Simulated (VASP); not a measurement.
## HgTe: single point with r2SCAN

The system is HgTe.

```
Hg Te
1.0
     0.03899    3.29526    3.29526
     3.29526    0.03899    3.29526
     3.29526    3.29526    0.03899
Hg Te
1 1
Direct
  0.00133 0.00133 0.00133
  0.24867 0.24867 0.24867
```

This cell differs from its parent crystal: epitaxial 111 strain -1.0%.

```json
{
  "Program": "VASP 6.6.1",
  "Task": "single point",
  "Functional": "r2SCAN",
  "Potentials or basis": "VASP PAW PBE potentials, release 64 (Hg, Te)",
  "Cutoff": "520 eV",
  "k mesh": "6 × 6 × 6",
  "Occupations": "fermi-dirac, width 0.02 eV",
  "Spin": "non-collinear spin, zero start, spin-orbit coupling",
  "Starting moments": "[[0.0, 0.0, 0.0], [0.0, 0.0, 0.0]] μB",
  "Dipole correction": "no",
  "Further INCAR settings": "ALGO = Normal; EDIFF = 1e-06; NBANDS = 30"
}
```

```yaml
Pressure: 0.3 GPa
Net_moment: 0.00 μB per cell
Valence_electrons_inside_the_program's_atomic_spheres: Hg 10.49; Te 3.40
```

Stress tensor (GPa, compression positive):
```
 0.30 -0.23 -0.23
-0.23  0.30 -0.23
-0.23 -0.23  0.30
```

Moments on the atoms (μB; x, y, z):
```
Hg  0.00 0.00 0.00
Te  0.00 0.00 0.00
```

Wall time 13 min on 1 thread of AMD EPYC 9R45 (Zen 5) (shared host), peak memory 0.53 GiB.

Caveat: the cell differs from its parent crystal (epitaxial 111 strain -1.0%); the PAW data sets were made with another functional, which shifts forces and pressure a little.
